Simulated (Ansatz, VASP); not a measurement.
**MnB3Ir: VASP beside Ansatz**

```
Mn B Ir
1.0
     3.72071    0.00000    0.00000
     0.00000    3.72071    0.00000
     0.00000    0.00000    3.72071
Mn B Ir
1 3 1
Direct
  0.50000 0.50000 0.50000
  0.00000 0.50000 0.50000
  0.50000 0.00000 0.50000
  0.50000 0.50000 0.00000
  0.00000 0.00000 0.00000
```

Change from the starting cell: species swapped into the Sc3SnB type (Pm-3m, No. 221).

Alike in both runs: functional PBE; k mesh 10 × 10 × 10; occupations gaussian, width 0.1 eV; collinear spin.

Ansatz relaxed the structure, and its values are those at the end. VASP's run is a single point on that final structure, the one shown.

|  | VASP | Ansatz |
| --- | --- | --- |
| version | VASP 6.6.1 | Ansatz 0.2.0 |
| potentials or method | VASP PAW PBE potentials, release 64 (Mn_pv, B, Ir), cutoff 520 eV | scalar-relativistic, plane waves, PAW |
| valence electrons in the cell | 31 | 41 |

Ansatz gave:

* gap on the k mesh at the Fermi level (eV): none
* pressure (GPa): 0.0
* net moment per atom (μB): 0.00

Question: Which values does VASP return?

Answer: gap on the k mesh at the Fermi level (eV): none; pressure (GPa): 0.1; net moment per atom (μB): 0.00.

A gap of «none» marks a metal or a gap that the smearing closes. VASP's potentials hold 31 valence electrons a cell and Ansatz's 41, so a difference there can come from the potentials and not from the codes. Ansatz's warnings: seeded moment not kept.

Spin-orbit coupling is off throughout.
